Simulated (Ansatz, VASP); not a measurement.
## GdO: VASP beside Ansatz

```
CELL_PARAMETERS angstrom
0.00000 2.71788 2.71788
2.71788 0.00000 2.71788
2.71788 2.71788 0.00000
ATOMIC_POSITIONS crystal
Gd 0.00000 0.00000 0.00000
O 0.75000 0.75000 0.75000
```

Change from the starting cell: volume scaled by 1.02.

Alike in both runs: task single point; functional LDA; k mesh 9 × 9 × 9; occupations fermi-dirac, width 0.05 eV; collinear spin.

|  | VASP | Ansatz |
| --- | --- | --- |
| version | VASP 6.6.1 | Ansatz 0.2.0 |
| potentials or method | VASP PAW PBE potentials, release 64 (Gd, O), cutoff 520 eV | all-electron LAPW, scalar-relativistic |

Ansatz gave:

| Quantity | Value |
| --- | --- |
| gap on the k mesh at the Fermi level (eV) | none |
| pressure (GPa) | -9.1 |
| net moment per atom (μB) | 3.52 |
| size of the moment on the site where the two differ most (μB) | 6.84 |

Task: What did VASP give for the same quantities?

Result: gap on the k mesh at the Fermi level (eV): none; pressure (GPa): -8.9; net moment per atom (μB): 3.43; size of the moment on the site where the two differ most (μB): 6.64.

VASP's potentials were made for PBE, not for LDA. LDA's correlation is that of Perdew and Zunger in VASP and of Perdew and Wang (1992) in Ansatz. Site moments also hang on the region over which each program counts them. A gap of «none» marks a metal or a gap that the smearing closes. Ansatz ran all-electron here, and VASP with PAW potentials.

Neither program's run includes spin-orbit coupling. Noted on Ansatz's run: the open f shell may have settled in a state that isn't the lowest.
